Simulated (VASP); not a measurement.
Runs of VASP 6.6.1 on K2S. The structure is that of space group Fm-3m (No. 225), or close to it. The cells are those of the table. 

```csv
task,cell,k mesh,smearing,gap on the mesh (eV),pressure (GPa),relaxed volume (Å³/atom)
single point,"a = 5.084 Å, angles 60.0°, 3 atoms",8 × 8 × 8,gaussian 0.02 eV,2.32,0.1,-
relaxation of cell and atoms,"relaxed from a = 5.084 Å, angles 60.0°, 3 atoms",8 × 8 × 8,gaussian 0.02 eV,2.31,0.0,31.08
single point,"a = 5.084 Å, angles 60.0°, 3 atoms",6 × 6 × 6,gaussian 0.02 eV,2.32,0.1,-
single point,"a = 5.242 Å, angles 60.0°, 3 atoms",4 × 4 × 4,gaussian 0.1 eV,2.10,-1.7,-
relaxation of cell and atoms,"relaxed from a = 5.242 Å, angles 60.0°, 3 atoms",6 × 6 × 6,gaussian 0.02 eV,2.31,0.0,(a)
```

Alike in all rows: level LDA; potentials or basis VASP PAW LDA potentials, release 64 (K_sv, S); no spin polarisation; cutoff (eV) 500.

Estimate the missing entries.

(a) 31.09.

A k mesh can miss the band edges.
